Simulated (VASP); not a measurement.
# Ta (Im-3m) in VASP: relaxation of cell and atoms with LDA

Aim: the relaxation of cell and atoms of Ta with LDA.

Program: VASP 6.6.1. These are calculated values, not measurements. Logs are shortened: lines on timing, memory, paths and dates and some standing lists are left out, and cuts for length are marked.

## Step 1: The cell of the first run

The structure is cubic, space group Im-3m (No. 229). The conventional cell has a = 3.319 Å, b = 3.319 Å, c = 3.319 Å, α = 90.00°, β = 90.00°, γ = 90.00°. Ta (site symmetry m-3m) has 14 Ta at 2.87 to 3.32 Å within 3.8 Å.

## Step 2: Relaxation of cell and atoms, LDA

INCAR reads:

```
ALGO     = Normal         # electronic algorithm
EDIFF    = 1E-7           # SCF threshold, eV
EDIFFG   = -0.005         # ionic threshold
ENCUT    = 500            # plane-wave cutoff, eV
GGA      = CA             # functional
GGA_COMPAT= F            
IBRION   = 2              # ionic algorithm
ISIF     = 3              # what is computed and relaxed
ISMEAR   = 0              # smearing method
LASPH    = T              # aspherical terms in the spheres
LCHARG   = F              # write CHGCAR
LREAL    = F              # projectors in reciprocal space
LWAVE    = F              # write WAVECAR
NELM     = 120            # most SCF steps
NELMIN   = 4            
NSW      = 70             # ionic steps
PREC     = Accurate       # precision mode
SIGMA    = 0.1            # smearing width, eV
```

KPOINTS reads:

```
k-points
0
Gamma
  18 18 18
```

POSCAR reads:

```
Ta
1.0
   -1.6593948215      1.6593948215      1.6593948215
    1.6593948215     -1.6593948215      1.6593948215
    1.6593948215      1.6593948215     -1.6593948215
Ta
1
Direct
    0.0000000000      0.0000000000      0.0000000000
```

Potentials or basis: VASP PAW LDA potentials, release 64 (Ta_sv_GW).

Command:

```bash
$ cat potpaw_LDA.64/Ta_sv_GW/POTCAR > POTCAR
$ mpirun -np 1 vasp_std > vasp.out
```

OUTCAR:

```text
EDIFF = 1E-7
   EDIFFG = -0.005
   ENCUT = 500
   GGA = CA
   IBRION = 2
   ISIF = 3
   ISMEAR = 0
   LASPH = T
   LREAL = F
   NELM = 120
   NELMIN = 4
   NSW = 70
   PREC = Accurate

 ion  position               nearest neighbor table
   1  0.000  0.000  0.000-

  LATTYP: Found a body centered cubic cell.
 ALAT       =     3.3187896430

  Lattice vectors:

 A1 = (  -1.6593948215,   1.6593948215,   1.6593948215)
 A2 = (   1.6593948215,  -1.6593948215,   1.6593948215)
 A3 = (   1.6593948215,   1.6593948215,  -1.6593948215)

Analysis of symmetry for initial positions (statically):
=====================================================================
 Subroutine PRICEL returns:
 Original cell was already a primitive cell.

 Routine SETGRP: Setting up the symmetry group for a
 body centered cubic supercell.

 Subroutine GETGRP returns: Found 48 space group operations
 (whereof 48 operations were pure point group operations)
 out of a pool of 48 trial point group operations.

The static configuration has the point symmetry O_h .

Analysis of symmetry for dynamics (positions and initial velocities):
=====================================================================
 Subroutine PRICEL returns:
 Original cell was already a primitive cell.

 Routine SETGRP: Setting up the symmetry group for a
 body centered cubic supercell.

 Subroutine GETGRP returns: Found 48 space group operations
 (whereof 48 operations were pure point group operations)
 out of a pool of 48 trial point group operations.

The dynamic configuration has the point symmetry O_h .

 Subroutine INISYM returns: Found 48 space group operations
 (whereof 48 operations are pure point group operations),
 and found     1 'primitive' translations

----------------------------------------------------------------------------------------

                                     Primitive cell

  volume of cell :      18.2772

  direct lattice vectors                    reciprocal lattice vectors
    -1.659394822  1.659394822  1.659394822     0.000000000  0.301314668  0.301314668
     1.659394822 -1.659394822  1.659394822     0.301314668  0.000000000  0.301314668
     1.659394822  1.659394822 -1.659394822     0.301314668  0.301314668  0.000000000

  length of vectors
     2.874156141  2.874156141  2.874156141     0.426123290  0.426123290  0.426123290

  position of ions in fractional coordinates (direct lattice)
     0.000000000  0.000000000  0.000000000

  ion indices of the primitive-cell ions
   primitive index   ion index
                 1           1

----------------------------------------------------------------------------------------

 KPOINTS: k-points

Automatic generation of k-mesh.
 Grid dimensions read from file:
 generate k-points for:   18   18   18

 Generating k-lattice:

  Cartesian coordinates                     Fractional coordinates (reciprocal lattice)
     0.000000000  0.016739704  0.016739704     0.055555556  0.000000000  0.000000000
     0.016739704  0.000000000  0.016739704     0.000000000  0.055555556  0.000000000
     0.016739704  0.016739704  0.000000000     0.000000000  0.000000000  0.055555556

  Length of vectors
     0.023673516  0.023673516  0.023673516

  Shift w.r.t. Gamma in fractional coordinates (k-lattice)
     0.000000000  0.000000000  0.000000000

 Subroutine IBZKPT returns following result:
 ===========================================

 Found    195 irreducible k-points:

 Following reciprocal coordinates:
            Coordinates               Weight
  0.000000  0.000000  0.000000      1.000000
  0.055556  0.000000  0.000000     12.000000
  0.111111  0.000000  0.000000     12.000000
  0.166667  0.000000  0.000000     12.000000
  0.222222  0.000000  0.000000     12.000000
  0.277778  0.000000  0.000000     12.000000
[... 16 lines left out ...]
  0.333333  0.111111  0.000000     48.000000
  0.388889  0.111111 -0.000000     48.000000
 [... further k-points ...]
   k-points           NKPTS =    195   k-points in BZ     NKDIM =    195   number of bands    NBANDS=     10
   number of dos      NEDOS =    301   number of ions     NIONS =      1
   total plane-waves  NPLWV =  13824
   dimension x,y,z NGX =    24 NGY =   24 NGZ =   24
   dimension x,y,z NGXF=    48 NGYF=   48 NGZF=   48
   ions per type =               1
   NGX,Y,Z   is equivalent  to a cutoff of  13.88, 13.88, 13.88 a.u.
   NGXF,Y,Z  is equivalent  to a cutoff of  27.76, 27.76, 27.76 a.u.
 SYSTEM =  unknown system
   PREC   = accura    normal or accurate (medium, high low for compatibility)
   ISTART =      0    job   : 0-new  1-cont  2-samecut
   ICHARG =      2    charge: 1-file 2-atom 10-const
   ISPIN  =      1    spin polarized calculation?
   LNONCOLLINEAR =      F non collinear calculations
   LSORBIT =      F    spin-orbit coupling
   LASPH  =      T    aspherical Exc in radial PAW
   ENCUT  =  500.0 eV  36.75 Ry    6.06 a.u.   5.24  5.24  5.24*2*pi/ulx,y,z
   NELM   =    120;   NELMIN=  4; NELMDL= -5     # of ELM steps
   EDIFF  = 0.1E-06   stopping-criterion for ELM
   LREAL  =      F    real-space projection
   EDIFFG = -.5E-02   stopping-criterion for IOM
   NSW    =     70    number of steps for IOM
   IBRION =      2    ionic relax: 0-MD 1-quasi-New 2-CG
   NFREE  =      1    steps in history (QN), initial steepest desc. (CG)
   ISIF   =      3    stress and relaxation
   ISYM   =      2    0-nonsym 1-usesym 2-fastsym
   POTIM  = 0.5000    time-step for ionic-motion
   TEBEG  =    0.0;   TEEND  =   0.0 temperature during run
   PSTRESS=    0.0 pullay stress
   NELECT =      13.0000    total number of electrons
   NUPDOWN=      -1.0000    fix difference up-down
   EMIN   =  10.00;   EMAX   =-10.00  energy-range for DOS
   EFERMI =   0.00;   METHOD = LEGACY
   ISMEAR =     0;   SIGMA  =   0.10  broadening in eV -4-tet -1-fermi 0-gaus
   EFERMI_NEDOS =   21; number of points for ismear=-14 and -15
   IALGO  =     38    algorithm
   IMIX   =      4    mixing-type and parameters
     AMIX     =   0.40;   BMIX     =  1.00
     AMIX_MAG =   1.60;   BMIX_MAG =  1.00
  volume/ion in A,a.u.               =      18.28       123.34
  Fermi-wavevector in a.u.,A,eV,Ry     =   1.461345  2.761542 29.055656  2.135530
  Thomas-Fermi vector in A             =   2.577688
   LORBIT       =      0    0 simple, 1 ext, 2 COOP (PROOUT), +10 PAW based schemes
   GGA     = CA    functional components
   LHFCALC =     F    Hartree Fock is set to
   AEXX    =    0.0000 exact exchange contribution
   IVDW    =     0    specifies the selected vdW correction
   LEPSILON=     F    determine dielectric tensor
   LRPA    =     F    only Hartree local field effects (RPA)
 conjugate gradient relaxation of ions
 non-spin polarized calculation
 Gauss-broadening in eV      SIGMA  =   0.10
  energy-cutoff  :      500.00
  volume of cell :       18.28
 maximum number of plane-waves:       478
 NGX is ok and might be reduce to    24
   NGX = 11   NGY = 11   NGZ = 11

--------------------------------------- Ionic step        1  -------------------------------------------

 number of electron      12.9999998 magnetization

 Free energy of the ion-electron system (eV)
  ---------------------------------------------------
  ext. energy  EPLUGINS =         0.00000000
  ---------------------------------------------------
  free energy    TOTEN  =       -15.28202454 eV

  energy without entropy =      -15.27588643  energy(sigma->0) =      -15.27895548

------------------------ aborting loop because EDIFF is reached ----------------------------------------

  FORCE on cell =-STRESS in cart. coord.  units (eV):
  Direction    XX          YY          ZZ          XY          YZ          ZX
  --------------------------------------------------------------------------------------
  -------------------------------------------------------------------------------------
  Total       -1.4098907     -1.4098907     -1.4098907      0.0000000      0.0000000     -0.0000000
  in kB     -123.5910041   -123.5910041   -123.5910041      0.0000000      0.0000000     -0.0000000
  external PRESSURE =    -123.5910041 kB  Pullay stress =       0.0000000 kB
[... 195 lines left out ...]
  energy  without entropy=      -15.3205516613  energy(sigma->0) =      -15.32346647

--------------------------------------- Ionic step        7  -------------------------------------------

 number of electron      13.0000001 magnetization

 Free energy of the ion-electron system (eV)
  ---------------------------------------------------
  ext. energy  EPLUGINS =         0.00000000
  ---------------------------------------------------
  free energy    TOTEN  =       -15.32641015 eV

  energy without entropy =      -15.32056607  energy(sigma->0) =      -15.32348811

 E-fermi :  10.8278     XC(G=0): -13.5280

 val. band max:       10.8242977951   @ k =  -0.2222   0.2222   0.0556
 cond. band min:      10.8299505984   @ k =  -0.2222   0.2222   0.1667
 fundamental gap:      0.0056528033
 Fermi energy:        10.8278149339

 k-point     1 :       0.0000    0.0000    0.0000
  band No.  band energies     occupation
      1     -55.8523      2.00000
      2     -21.8968      2.00000
      3     -21.8968      2.00000
      4     -21.8968      2.00000
      5       2.8251      2.00000
      6      11.4937      0.00000
      7      11.4937      0.00000
      8      11.4937      0.00000
      9      14.9182      0.00000
     10      14.9182      0.00000
[... 287 lines left out ...]
 k-point    24 :       0.3889    0.1111   -0.0000
  band No.  band energies     occupation
      1     -55.7062      2.00000
      2     -23.2009      2.00000
      3     -22.3804      2.00000
      4     -21.9685      2.00000
      5       6.6826      2.00000
      6       9.2452      2.00000
      7      11.7334      0.00000
      8      14.6921      0.00000
      9      16.0746      0.00000
     10      19.1531      0.00000

 [... further k-points ...]

------------------------ aborting loop because EDIFF is reached ----------------------------------------

  FORCE on cell =-STRESS in cart. coord.  units (eV):
  Direction    XX          YY          ZZ          XY          YZ          ZX
  --------------------------------------------------------------------------------------
  -------------------------------------------------------------------------------------
  Total       -0.0001057     -0.0001057     -0.0001057      0.0000000      0.0000000     -0.0000000
  in kB       -0.0098495     -0.0098495     -0.0098495      0.0000000      0.0000000     -0.0000000
  external PRESSURE =      -0.0098495 kB  Pullay stress =       0.0000000 kB
[... 16 lines left out ...]
  FREE ENERGIE OF THE ION-ELECTRON SYSTEM (eV)
  ---------------------------------------------------
  free  energy   TOTEN  =       -15.3264101535 eV

  energy  without entropy=      -15.3205660703  energy(sigma->0) =      -15.32348811

 reached required accuracy - stopping structural energy minimisation
```

Wall time 1.7 min (1 thread of Intel Xeon Platinum 8375C at 2.90GHz (Ice Lake), shared host); peak memory 0.18 GiB.

What came out:

| Quantity | Value |
| --- | --- |
| Free energy | -15.3264 eV |
| Relaxed volume | 17.19 Å³/atom |
| Relaxed cell | a = 2.816 Å, b = 2.816 Å, c = 2.816 Å, α = 109.47°, β = 109.47°, γ = 109.47° |
| Space group after relaxing (to 0.1 Å) | Im-3m (No. 229) |
| Energy gained by relaxing | 44.4 meV/atom |
| Ionic steps | 7 |
| Pressure after relaxing | 0.0 GPa |
| Band gap on the k mesh | zero (an odd number of electrons rules out a gap without spin polarisation) |

Step by step:
```tsv
step	energy change (eV)	largest force (eV/Å)	pressure (GPa)	volume (Å³)
1	0.0000	0.0000	-12.36	18.28
2	0.2513	0.0000	44.46	14.80
3	-0.0442	0.0000	-0.80	17.25
4	-0.0444	0.0000	-0.11	17.20
5	-0.0444	0.0000	0.17	17.17
6	-0.0444	0.0000	-0.35	17.21
7	-0.0444	0.0000	0.00	17.19
```

Final structure:
```xyz
1
Lattice="-1.6257 1.6257 1.6257 1.6257 -1.6257 1.6257 1.6257 1.6257 -1.6257" Properties=species:S:1:pos:R:3 pbc="T T T"
Ta    0.0000    0.0000    0.0000
```

Levels at points of the mesh, in eV from the Fermi level:
| k point | band 4 | band 5 | band 6 | band 7 | band 8 | band 9 | band 10 |
| --- | --- | --- | --- | --- | --- | --- | --- |
| (0.00, 0.00, 0.00) | -32.72 | -8.00 | 0.67 | 0.67 | 0.67 | 4.09 | 4.09 |
| (0.50, 0.00, 0.00) | -32.74 | -4.58 | -1.73 | 1.99 | 4.00 | 5.07 | 8.22 |
| (0.50, 0.50, 0.50) | -33.69 | -4.10 | -4.10 | 7.17 | 7.17 | 7.17 | 9.14 |

Caveat: spin-orbit coupling is left out, which moves the levels of the heavy elements.
